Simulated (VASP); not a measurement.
Here is a VASP 6.6.1 calculation.

File INCAR:

```
SYSTEM = BaHCl
  PREC = Accurate
  ENCUT = 520
  EDIFF = 1E-7
  ISMEAR = 0
  SIGMA = 0.02
  LREAL = .FALSE.
  LASPH = .TRUE.
  NELM = 100
  ALGO = Normal
  ISIF = 2
  LWAVE = .FALSE.
  LCHARG = .FALSE.
  NBANDS = 27
```

Contents of KPOINTS:

```
Automatic mesh
0
G
  6 6 4
  0 0 0
```

POSCAR

```
BaHCl
1.0
    4.2247213061      0.0000000000      0.0000000000
    0.0000000000      4.2247213061      0.0000000000
    0.0000000000      0.0000000000      6.7338211052
Ba H Cl
2 2 2
Direct
    0.0000000000      0.5000000000      0.2085592102
    0.5000000000      0.0000000000      0.7914407898
    0.0000000000      0.0000000000      0.0000000000
    0.5000000000      0.5000000000      0.0000000000
    0.0000000000      0.5000000000      0.6617848637
    0.5000000000      0.0000000000      0.3382151363
```

Potentials or basis: VASP PAW LDA potentials, release 64 (Ba_sv, H, Cl).

Command:

```bash
$ cat potpaw_LDA.64/Ba_sv/POTCAR potpaw_LDA.64/H/POTCAR potpaw_LDA.64/Cl/POTCAR > POTCAR
$ mpirun -np 1 vasp_std > vasp.out
```

(1) What does it give for the largest force?

(2) Predict the pressure.

(3) Predict the band gap on the k mesh.

## Answers

(1) 0.015 eV/Å.

(2) 3.9 GPa.

(3) 2.45 eV.

Caveat: the cell stands under pressure; spin-orbit coupling is left out, which moves the levels of the heavy elements.
